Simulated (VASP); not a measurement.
SnTe3, 4 atoms in the cell. It takes space group I4mm (No. 107, tetragonal). Conventional cell: a = 5.461 Å, b = 5.461 Å, c = 7.722 Å, α = 90.00°, β = 90.00°, γ = 90.00°. Te (site symmetry 4mm) has 8 Te at 3.29 to 3.40 Å and 6 Sn at 3.76 to 3.96 Å within 4.3 Å. Within 4.3 Å of Te (site symmetry 2mm) lie 10 Te at 3.29 to 3.86 Å and 4 Sn at 3.34 Å. Sn (site symmetry 4mm) has 14 Te at 3.34 to 3.96 Å within 4.4 Å. 

| Quantity | Value |
| --- | --- |
| Program | VASP 6.6.1 |
| Task | single point |
| Functional | PBE |
| Potentials or basis | VASP PAW PBE potentials, release 64 (Te, Sn_d) |
| Cutoff | 520 eV |
| k mesh | 8 × 8 × 8 |
| Occupations | gaussian, width 0.02 eV |
| Spin | no spin polarisation |
| Dipole correction | no |
| Further INCAR settings | ALGO = Normal; EDIFF = 1e-06; NBANDS = 24 |

Potentials or basis: VASP PAW PBE potentials, release 64 (Te, Sn_d).

The run is started by

```bash
$ cat potpaw_PBE.64/Te/POTCAR potpaw_PBE.64/Sn_d/POTCAR > POTCAR
$ mpirun -np 1 vasp_std > vasp.out
```

Hardware: 1 thread of Intel(R) Xeon(R) 6975P-C (Granite Rapids) (shared host).

**Question.** Estimate the wall time of this run.

**Answer.** Wall time 84 s on 1 thread of Intel(R) Xeon(R) 6975P-C (Granite Rapids) (shared host), peak memory 0.34 GiB. Counts: scf iterations 12, k points 59.
